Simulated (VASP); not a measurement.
**O: single point with PBE+D3(BJ)**

The system is O.

```
CELL_PARAMETERS angstrom
0.00000 1.75219 4.02941
1.64493 0.00000 4.02941
1.64493 1.75219 0.00000
ATOMIC_POSITIONS crystal
O 0.07524 0.07524 0.92476
O 0.92476 0.92476 0.07524
```

```json
{
 "Program": "VASP 6.6.1",
 "Task": "single point",
 "Functional": "PBE",
 "Dispersion": "D3(BJ)",
 "Potentials or basis": "VASP PAW PBE potentials, release 64 (O)",
 "Cutoff": "520 eV",
 "k mesh": "8 × 8 × 8",
 "Occupations": "gaussian, width 0.1 eV",
 "Spin": "no spin polarisation"
}
```

The pressure is 3.2 GPa and the largest force is 1.271 eV/Å. The band gap on the k mesh is zero (band 6 reaches 1.59 eV, above the bottom of band 7 at -0.76 eV) and the dispersion energy per atom is -0.071 eV.

Forces in eV/Å, atoms in the order of the input:
```
O    0.000  0.000  1.271
O    0.000  0.000 -1.271
```

Stress tensor (GPa, compression positive):
```
-0.09  0.00  0.00
 0.00 -0.74  0.00
 0.00  0.00 10.35
```

Levels at points of the mesh, in eV from the Fermi level:
```csv
k point,band 2,band 3,band 4,band 5,band 6,band 7,band 8,band 9,band 10,band 11
"(0.00, 0.00, 0.00)",-14.73,-8.52,-5.23,-5.07,1.30,1.42,9.55,10.50,12.00,17.77
"(0.50, 0.00, 0.00)",-13.87,-9.16,-7.16,-4.78,-1.85,1.69,9.50,14.41,14.53,17.96
"(0.50, 0.50, 0.00)",-15.13,-7.60,-5.26,-5.10,1.38,1.49,6.32,10.57,13.49,19.39
"(0.50, 0.00, 0.50)",-12.95,-8.39,-7.94,-6.49,-1.02,-0.98,10.69,11.31,16.85,17.57
"(0.00, 0.50, 0.50)",-12.98,-8.31,-8.02,-6.41,-1.30,-0.73,10.47,11.31,17.33,18.30
```

It took 28 s on 1 thread of Intel(R) Xeon(R) Platinum 8259CL CPU @ 2.50GHz (Skylake/Cascade Lake) (shared host), peak memory 0.16 GiB.

Caveat: the standard files for N, O and F lose accuracy on very short bonds; spin is off for a triplet molecule; pairwise dispersion overbinds metals, which lowers pressure and volume; forces of over 1 eV/Å act on the atoms, so gaps and moduli don't describe the material at rest.
